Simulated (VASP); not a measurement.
# BP (I-4m2) in VASP: further runs

BP is run at these levels: PBE; tasks: single point.

Program: VASP 6.6.1. These are calculated values, not measurements. Logs are shortened: lines on timing, memory, paths and dates and some standing lists are left out, and cuts for length are marked.

## Step 1: The cell of the first run

Symmetry: I-4m2, No. 119, tetragonal system. The conventional cell has a = 3.264 Å, b = 3.264 Å, c = 4.412 Å, α = 90.00°, β = 90.00°, γ = 90.00°. B (site symmetry -4m2) has 4 P at 1.97 Å within 2.6 Å. Within 2.6 Å of P (site symmetry -4m2) lie 4 B at 1.97 Å.

## Step 2: Single point, PBE (strain +0.015 along x and y, -0.030 along z)

INCAR

```
ALGO = Normal
EDIFF = 1E-7
ENCUT = 520
GGA = PE
ISIF = 2
ISMEAR = 0
LASPH = T
LCHARG = T
LELF = T
LREAL = F
LVHAR = T
LWAVE = F
NBANDS = 11
NELM = 100
PREC = Accurate
SIGMA = 0.05
```

KPOINTS

```
k-points
0
Gamma
  10 10 10
```

POSCAR

```
BP
1.0
    0.0000000000      2.3082641451      2.2059273111
    2.3082641451      0.0000000000      2.2059273111
    2.3082641451      2.3082641451      0.0000000000
B P
1 1
Direct
    0.0000000000      0.0000000000      0.0000000000
    0.7500000000      0.7500000000      0.7500000000
```

Potentials or basis: VASP PAW PBE potentials, release 64 (B, P).

On the command line:

```console
> cat potpaw_PBE.64/B/POTCAR potpaw_PBE.64/P/POTCAR > POTCAR
> mpirun -np 1 vasp_std > vasp.out
```

OUTCAR:

```text
EDIFF = 1E-7
   ENCUT = 520
   GGA = PE
   ISIF = 2
   ISMEAR = 0
   LASPH = T
   LREAL = F
   NELM = 100
   PREC = Accurate

 ion  position               nearest neighbor table
   1  0.000  0.000  0.000-   2 1.97   2 1.97   2 1.97   2 1.97
   2  0.750  0.750  0.750-   1 1.97   1 1.97   1 1.97   1 1.97

  LATTYP: Found a body centered tetragonal cell.
 ALAT       =     3.2643784595
 C/A-ratio  =     1.3515144389

  Lattice vectors:

 A1 = (   0.0000000000,  -2.3082641451,  -2.2059273111)
 A2 = (   0.0000000000,   2.3082641451,  -2.2059273111)
 A3 = (   2.3082641451,   0.0000000000,   2.2059273111)

Analysis of symmetry for initial positions (statically):
=====================================================================
 Subroutine PRICEL returns:
 Original cell was already a primitive cell.

 Routine SETGRP: Setting up the symmetry group for a
 body centered tetragonal supercell.

 Subroutine GETGRP returns: Found  8 space group operations
 (whereof  8 operations were pure point group operations)
 out of a pool of 16 trial point group operations.

The static configuration has the point symmetry D_2d.

Analysis of symmetry for dynamics (positions and initial velocities):
=====================================================================
 Subroutine PRICEL returns:
 Original cell was already a primitive cell.

 Routine SETGRP: Setting up the symmetry group for a
 body centered tetragonal supercell.

 Subroutine GETGRP returns: Found  8 space group operations
 (whereof  8 operations were pure point group operations)
 out of a pool of 16 trial point group operations.

The dynamic configuration has the point symmetry D_2d.

 Subroutine INISYM returns: Found  8 space group operations
 (whereof  8 operations are pure point group operations),
 and found     1 'primitive' translations

----------------------------------------------------------------------------------------

                                     Primitive cell

  volume of cell :      23.5067

  direct lattice vectors                    reciprocal lattice vectors
     0.000000000  2.308264145  2.205927311    -0.216612991  0.216612991  0.226662047
     2.308264145  0.000000000  2.205927311     0.216612991 -0.216612991  0.226662047
     2.308264145  2.308264145  0.000000000     0.216612991  0.216612991 -0.226662047

  length of vectors
     3.192835521  3.192835521  3.264378460     0.381074873  0.381074873  0.381074873

  position of ions in fractional coordinates (direct lattice)
     0.000000000  0.000000000  0.000000000
     0.750000000  0.750000000  0.750000000

  ion indices of the primitive-cell ions
   primitive index   ion index
                 1           1
                 2           2

----------------------------------------------------------------------------------------

 KPOINTS: k-points

Automatic generation of k-mesh.
 Grid dimensions read from file:
 generate k-points for:   10   10   10

 Generating k-lattice:

  Cartesian coordinates                     Fractional coordinates (reciprocal lattice)
    -0.021661299  0.021661299  0.022666205     0.100000000  0.000000000  0.000000000
     0.021661299 -0.021661299  0.022666205     0.000000000  0.100000000  0.000000000
     0.021661299  0.021661299 -0.022666205     0.000000000  0.000000000  0.100000000

  Length of vectors
     0.038107487  0.038107487  0.038107487

  Shift w.r.t. Gamma in fractional coordinates (k-lattice)
     0.000000000  0.000000000  0.000000000

 Subroutine IBZKPT returns following result:
 ===========================================

 Found    102 irreducible k-points:

 Following reciprocal coordinates:
            Coordinates               Weight
  0.000000  0.000000  0.000000      1.000000
  0.100000 -0.000000  0.000000      8.000000
  0.200000 -0.000000  0.000000      8.000000
  0.300000  0.000000  0.000000      8.000000
  0.400000 -0.000000  0.000000      8.000000
  0.500000  0.000000  0.000000      4.000000
[... 16 lines left out ...]
  0.300000  0.300000  0.000000      2.000000
  0.400000  0.300000  0.000000      8.000000
 [... further k-points ...]
   k-points           NKPTS =    102   k-points in BZ     NKDIM =    102   number of bands    NBANDS=     11
   number of dos      NEDOS =    301   number of ions     NIONS =      2
   total plane-waves  NPLWV =  13824
   dimension x,y,z NGX =    24 NGY =   24 NGZ =   24
   dimension x,y,z NGXF=    48 NGYF=   48 NGZF=   48
   ions per type =               1   1
   NGX,Y,Z   is equivalent  to a cutoff of  12.50, 12.50, 12.22 a.u.
   NGXF,Y,Z  is equivalent  to a cutoff of  24.99, 24.99, 24.45 a.u.
 SYSTEM =  unknown system
   PREC   = accura    normal or accurate (medium, high low for compatibility)
   ISTART =      0    job   : 0-new  1-cont  2-samecut
   ICHARG =      2    charge: 1-file 2-atom 10-const
   ISPIN  =      1    spin polarized calculation?
   LNONCOLLINEAR =      F non collinear calculations
   LSORBIT =      F    spin-orbit coupling
   LASPH  =      T    aspherical Exc in radial PAW
   ENCUT  =  520.0 eV  38.22 Ry    6.18 a.u.   5.94  5.94  6.07*2*pi/ulx,y,z
   NELM   =    100;   NELMIN=  2; NELMDL= -5     # of ELM steps
   EDIFF  = 0.1E-06   stopping-criterion for ELM
   LREAL  =      F    real-space projection
   EDIFFG = 0.1E-05   stopping-criterion for IOM
   NSW    =      0    number of steps for IOM
   IBRION =     -1    ionic relax: 0-MD 1-quasi-New 2-CG
   NFREE  =      0    steps in history (QN), initial steepest desc. (CG)
   ISIF   =      2    stress and relaxation
   ISYM   =      2    0-nonsym 1-usesym 2-fastsym
   POTIM  = 0.5000    time-step for ionic-motion
   TEBEG  =    0.0;   TEEND  =   0.0 temperature during run
   PSTRESS=    0.0 pullay stress
   NELECT =       8.0000    total number of electrons
   NUPDOWN=      -1.0000    fix difference up-down
   EMIN   =  10.00;   EMAX   =-10.00  energy-range for DOS
   EFERMI =   0.00;   METHOD = LEGACY
   ISMEAR =     0;   SIGMA  =   0.05  broadening in eV -4-tet -1-fermi 0-gaus
   EFERMI_NEDOS =   21; number of points for ismear=-14 and -15
   IALGO  =     38    algorithm
   IMIX   =      4    mixing-type and parameters
     AMIX     =   0.40;   BMIX     =  1.00
     AMIX_MAG =   1.60;   BMIX_MAG =  1.00
  volume/ion in A,a.u.               =      11.75        79.32
  Fermi-wavevector in a.u.,A,eV,Ry     =   1.142986  2.159930 17.774870  1.306416
  Thomas-Fermi vector in A             =   2.279682
   LORBIT       =      0    0 simple, 1 ext, 2 COOP (PROOUT), +10 PAW based schemes
   GGA     = PE    functional components
   LHFCALC =     F    Hartree Fock is set to
   AEXX    =    0.0000 exact exchange contribution
   IVDW    =     0    specifies the selected vdW correction
   LEPSILON=     F    determine dielectric tensor
   LRPA    =     F    only Hartree local field effects (RPA)
 non-spin polarized calculation
 Gauss-broadening in eV      SIGMA  =   0.05
  energy-cutoff  :      520.00
  volume of cell :       23.51
 maximum number of plane-waves:       644
   NGX = 11   NGY = 11   NGZ = 13

 number of electron       8.0000000 magnetization

 Free energy of the ion-electron system (eV)
  ---------------------------------------------------
  ext. energy  EPLUGINS =         0.00000000
  ---------------------------------------------------
  free energy    TOTEN  =       -12.90519361 eV

  energy without entropy =      -12.90519361  energy(sigma->0) =      -12.90519361

 E-fermi :   7.9503     XC(G=0): -10.8834

 val. band max:        7.6451204338   @ k =   0.0000   0.0000   0.0000
 cond. band min:       8.2230288834   @ k =   0.4000   0.4000   0.0000
 fundamental gap:      0.5779084496
 Fermi energy:         7.9502899611

 k-point     1 :       0.0000    0.0000    0.0000
  band No.  band energies     occupation
      1      -8.0429      2.00000
      2       7.2248      2.00000
      3       7.2248      2.00000
      4       7.6451      2.00000
      5      10.5925      0.00000
      6      10.8546      0.00000
      7      10.8546      0.00000
      8      14.6164      0.00000
      9      18.8389      0.00000
     10      18.8890      0.00000
     11      19.9951      0.00000

 k-point     2 :       0.1000   -0.0000    0.0000
  band No.  band energies     occupation
      1      -7.8634      2.00000
      2       6.0495      2.00000
      3       6.9164      2.00000
      4       7.2475      2.00000
      5      10.9472      0.00000
      6      11.2455      0.00000
      7      11.3355      0.00000
      8      15.1464      0.00000
      9      18.3167      0.00000
     10      19.1678      0.00000
     11      19.4330      0.00000

 k-point     3 :       0.2000   -0.0000    0.0000
  band No.  band energies     occupation
      1      -7.3320      2.00000
      2       3.7353      2.00000
      3       6.3218      2.00000
      4       6.7126      2.00000
      5      11.2284      0.00000
      6      11.8842      0.00000
      7      12.0034      0.00000
      8      16.3468      0.00000
      9      17.9358      0.00000
     10      18.4045      0.00000
     11      20.3351      0.00000

 k-point     4 :       0.3000    0.0000    0.0000
  band No.  band energies     occupation
      1      -6.4787      2.00000
      2       1.3888      2.00000
      3       5.7925      2.00000
      4       6.2640      2.00000
      5      11.1220      0.00000
      6      12.0840      0.00000
      7      12.4672      0.00000
      8      17.3018      0.00000
      9      18.7165      0.00000
     10      18.7744      0.00000
     11      20.6324      0.00000
[... 239 lines left out ...]
 k-point    22 :      -0.2000    0.2000    0.0000
  band No.  band energies     occupation
      1      -6.2381      2.00000
      2       2.2627      2.00000
      3       3.4424      2.00000
      4       5.8351      2.00000
      5      11.4556      0.00000
      6      12.7091      0.00000
      7      14.0360      0.00000
      8      15.7396      0.00000
      9      16.7130      0.00000
     10      20.5998      0.00000
     11      22.8350      0.00000

 k-point    23 :       0.3000    0.3000    0.0000
  band No.  band energies     occupation
      1      -5.8146      2.00000
      2       2.8696      2.00000
      3       3.9067      2.00000
      4       3.9067      2.00000
      5       8.5271      0.00000
      6      11.1969      0.00000
      7      16.1929      0.00000
      8      16.1929      0.00000
      9      20.7181      0.00000
     10      21.3166      0.00000
     11      24.1867      0.00000

 k-point    24 :       0.4000    0.3000    0.0000
  band No.  band energies     occupation
      1      -4.9596      2.00000
      2       1.4129      2.00000
      3       3.2540      2.00000
      4       3.5907      2.00000
      5       8.8012      0.00000
      6      10.7384      0.00000
      7      16.7390      0.00000
      8      16.8249      0.00000
      9      21.6216      0.00000
     10      22.3995      0.00000
     11      24.6269      0.00000

 [... further k-points ...]
[... 5 lines left out ...]
  --------------------------------------------------------------------------------------
  -------------------------------------------------------------------------------------
  Total       -0.5749811     -0.5749811      1.0897929      0.0000000      0.0000000     -0.0000000
  in kB      -39.1897007    -39.1897007     74.2783699      0.0000000      0.0000000     -0.0000000
  external PRESSURE =      -1.3670105 kB  Pullay stress =       0.0000000 kB

 VOLUME and BASIS-vectors are now :
 -----------------------------------------------------------------------------
  energy-cutoff  :      520.00
  volume of cell :       23.51
      direct lattice vectors                 reciprocal lattice vectors
     0.000000000  2.308264145  2.205927311    -0.216612991  0.216612991  0.226662047
     2.308264145  0.000000000  2.205927311     0.216612991 -0.216612991  0.226662047
     2.308264145  2.308264145  0.000000000     0.216612991  0.216612991 -0.226662047

 POSITION                                       TOTAL-FORCE (eV/Angst)
 -----------------------------------------------------------------------------------
      0.00000      0.00000      0.00000         0.000000      0.000000     -0.000000
      3.46240      3.46240      3.30889        -0.000000     -0.000000      0.000000
 -----------------------------------------------------------------------------------
    total drift:                               -0.000000     -0.000000      0.000000

  FREE ENERGIE OF THE ION-ELECTRON SYSTEM (eV)
  ---------------------------------------------------
  free  energy   TOTEN  =       -12.9051936093 eV

  energy  without entropy=      -12.9051936093  energy(sigma->0) =      -12.90519361
```

Wall time 7.4 s (1 thread of Intel Xeon 6975P-C (Granite Rapids), shared host); peak memory 0.14 GiB.

What came out:

```
Free energy            : -12.9052 eV
Pressure               : -0.1 GPa
Band gap on the k mesh : 0.58 eV, indirect (least direct gap 2.95 eV)
```

Caveat: the cell differs from its parent crystal (strain +0.015 along x and y, -0.030 along z). A k mesh can miss the band edges.

## Step 3: Single point, PBE (strain +0.030 along x and y, -0.030 along z)

INCAR

```
SYSTEM = BP
ALGO = Normal
EDIFF = 1E-6
ENCUT = 520
GGA = PE
ISIF = 2
ISMEAR = 0
LASPH = .TRUE.
LCHARG = .FALSE.
LREAL = .FALSE.
LWAVE = .FALSE.
NBANDS = 11
NELM = 80
PREC = Accurate
SIGMA = 0.05
```

KPOINTS

```
k-points
0
G
  10 10 10
  0 0 0
```

POSCAR

```
BP
1.0
    0.0000000000      2.3423764231      2.2059273111
    2.3423764231      0.0000000000      2.2059273111
    2.3423764231      2.3423764231      0.0000000000
B P
1 1
Direct
    0.0000000000      0.0000000000      0.0000000000
    0.7500000000      0.7500000000      0.7500000000
```

Potentials or basis: VASP PAW PBE potentials, release 64 (B, P).

On the command line:

```console
> cat potpaw_PBE.64/B/POTCAR potpaw_PBE.64/P/POTCAR > POTCAR
> mpirun -np 1 vasp_std > vasp.out
```

It took 8.5 s on 1 thread of Intel Xeon 6975P-C (Granite Rapids), shared host; peak memory 0.15 GiB.

Results (log left out):

- Free energy: -12.8761 eV
- Pressure: -4.6 GPa
- Band gap on the k mesh: 0.42 eV, indirect (least direct gap 2.78 eV)

Stress tensor (GPa, compression positive):
```
-9.42  0.00  0.00
 0.00 -9.42  0.00
 0.00  0.00  4.94
```

Levels at points of the mesh, in eV from the valence-band top:
```csv
k point,band 2,band 3,band 4,band 5,band 6,band 7
"(0.00, 0.00, 0.00)",-0.54,-0.54,0.00,2.78,3.13,3.13
"(0.50, 0.00, 0.00)",-9.14,-2.43,-1.72,2.94,4.05,4.89
"(0.50, 0.50, 0.00)",-8.41,-4.73,-4.73,0.61,0.80,11.41
"(0.50, 0.00, 0.50)",-8.93,-4.18,-4.08,1.28,1.61,10.78
```

Caveat: the cell differs from its parent crystal (strain +0.030 along x and y, -0.030 along z). A k mesh can miss the band edges.

## Step 4: Single point, PBE (strain +0.030 along x and y, -0.015 along z)

INCAR

```
SYSTEM = BP
  PREC = Accurate
  ENCUT = 520
  EDIFF = 1E-6
  ISMEAR = 0
  SIGMA = 0.05
  LREAL = .False.
  LASPH = .True.
  NELM = 60
  ALGO = Normal
  ISIF = 2
  LWAVE = .False.
  LCHARG = .True.
  GGA = PE
  LELF = .True.
  LVHAR = .True.
  NBANDS = 11
```

KPOINTS

```
Automatic mesh
0
Gamma
  10 10 10
  0 0 0
```

POSCAR

```
BP
1.0
    0.0000000000      2.3423764231      2.2400395891
    2.3423764231      0.0000000000      2.2400395891
    2.3423764231      2.3423764231      0.0000000000
B P
1 1
Direct
    0.0000000000      0.0000000000      0.0000000000
    0.7500000000      0.7500000000      0.7500000000
```

On the command line:

```console
> cat potpaw_PBE.64/B/POTCAR potpaw_PBE.64/P/POTCAR > POTCAR
> mpirun -np 1 vasp_std > vasp.out
```

Run time: 8.4 s. Hardware: 1 thread of Intel Xeon 6975P-C (Granite Rapids), shared host; peak memory 0.15 GiB.

The run converged. Its results:

```yaml
Free_energy: -12.8825 eV
Pressure: -6.8 GPa
Band_gap_on_the_k_mesh: 0.66 eV, indirect (least direct gap 2.90 eV)
```

Stress tensor (GPa, compression positive):
```
-10.35   0.00   0.00
  0.00 -10.35   0.00
  0.00   0.00   0.43
```

Levels at points of the mesh, in eV from the valence-band top:
| k point | band 2 | band 3 | band 4 | band 5 | band 6 | band 7 |
| --- | --- | --- | --- | --- | --- | --- |
| (0.00, 0.00, 0.00) | -0.40 | -0.40 | 0.00 | 2.90 | 3.16 | 3.16 |
| (0.50, 0.00, 0.00) | -8.94 | -2.23 | -1.70 | 3.05 | 4.21 | 4.78 |
| (0.50, 0.50, 0.00) | -8.34 | -4.49 | -4.49 | 0.84 | 1.05 | 11.37 |
| (0.50, 0.00, 0.50) | -8.72 | -4.09 | -4.01 | 1.33 | 1.64 | 10.92 |

Caveat: the cell differs from its parent crystal (strain +0.030 along x and y, -0.015 along z). A k mesh can miss the band edges.

## Step 5: Overview

| cell | gap on the mesh (eV) | pressure (GPa) |
| --- | --- | --- |
| a = 3.193, b = 3.193, c = 3.264 Å, angles 59.3, 59.3, 61.5°, 2 atoms | 0.58 | -0.1 |
| a = 3.218, b = 3.218, c = 3.313 Å, angles 59.0, 59.0, 62.0°, 2 atoms | 0.42 | -4.6 |
| a = 3.241, b = 3.241, c = 3.313 Å, angles 59.3, 59.3, 61.5°, 2 atoms | 0.66 | -6.8 |

Alike in all rows: task single point; level PBE; potentials or basis VASP PAW PBE potentials, release 64 (B, P); no spin polarisation; k mesh 10 × 10 × 10; cutoff (eV) 520; smearing gaussian 0.05 eV.

Absolute energies hang on the potentials; compare differences alone.
